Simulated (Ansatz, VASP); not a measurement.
## PbI2: VASP beside Ansatz

The input INCAR:

```
  ALGO = Normal
  EDIFF = 1E-8
  ENCUT = 400
  GGA = PE
  GGA_COMPAT = False
  ISIF = 2
  ISMEAR = -1
  LASPH = True
  LCHARG = False
  LEFG = True
  LREAL = False
  LWAVE = False
  NBANDS = 21
  NELM = 120
  PREC = Accurate
  SIGMA = 0.03
```

File KPOINTS:

```
k-points
0
Gamma
  7 7 4
```

File POSCAR:

```
PbI2
1.0
    4.1742727887      0.0000000000      0.0000000000
   -2.0871363943      3.6150262773      0.0000000000
    0.0000000000      0.0000000000      6.6461026403
Pb I
1 2
Direct
    0.0000000000      0.0000000000      0.0000000000
    0.6666666667      0.3333333333      0.7018888815
    0.3333333333      0.6666666667      0.2981111185
```

Input for Ansatz:

```yaml
crystal:
  lattice:
    - [4.1742727887, 0.0, 0.0]
    - [-2.0871363943, 3.6150262773, 0.0]
    - [0.0, 0.0, 6.6461026403]
  atoms:
    - { symbol: Pb, position: [0.0, 0.0, 0.0] }
    - { symbol: I, position: [0.6666666667, 0.3333333333, 0.7018888815] }
    - { symbol: I, position: [0.3333333333, 0.6666666667, 0.2981111185] }
kpoints:
  mp_grid: { grid: [7, 7, 4] }
  band_path:
    path:
      - [0.0, 0.0, 0.0]
      - [0.5, 0.0, 0.0]
      - [0.3333333333, 0.3333333333, 0.0]
      - [0.0, 0.0, 0.0]
      - [0.0, 0.0, 0.5]
      - [0.5, 0.0, 0.5]
      - [0.3333333333, 0.3333333333, 0.5]
      - [0.0, 0.0, 0.5]
      - [0.5, 0.0, 0.5]
    npoints: 6
scf:
  occupations: { method: fermi_dirac, width: 0.03 }
hamiltonian:
  xc: pbe
  pseudopotentials: { kind: paw }
output:
  forces: true
  stress: true
  eigenvalues: true
  efg: { contact_densities: true }
  populations: true
```

Change from the starting cell: volume scaled by 0.75, PAW files.

Alike in both runs: task electric field gradients; functional PBE; k mesh 7 × 7 × 4; occupations fermi-dirac, width 0.03 eV; no spin polarisation.

|  | VASP | Ansatz |
| --- | --- | --- |
| version | VASP 6.6.1 | Ansatz 0.2.0 |
| potentials or method | VASP PAW PBE potentials, release 64 (Pb_d, I) | PAW with Ansatz's default frozen-core files, scalar-relativistic |
| plane-wave cutoff (eV) | 400 | 420 |
| valence electrons in the cell | 28 | 48 |

VASP gave:

```
gap on the k mesh at the Fermi level (eV)                     : 1.51
pressure (GPa)                                                : 8.3
traceless stress, the component that is largest in VASP (GPa) : 0.05
size of Vzz on the site where it differs most (V/Å²)          : 2.9
```

**Question.** Estimate Ansatz's values.

**Answer.** gap on the k mesh at the Fermi level (eV): 1.51; pressure (GPa): 8.3; traceless stress, the component that is largest in VASP (GPa): 0.05; size of Vzz on the site where it differs most (V/Å²): 7.8.

VASP's potentials hold 28 valence electrons a cell and Ansatz's 48, so a difference there can come from the potentials and not from the codes.

Neither program's run includes spin-orbit coupling.
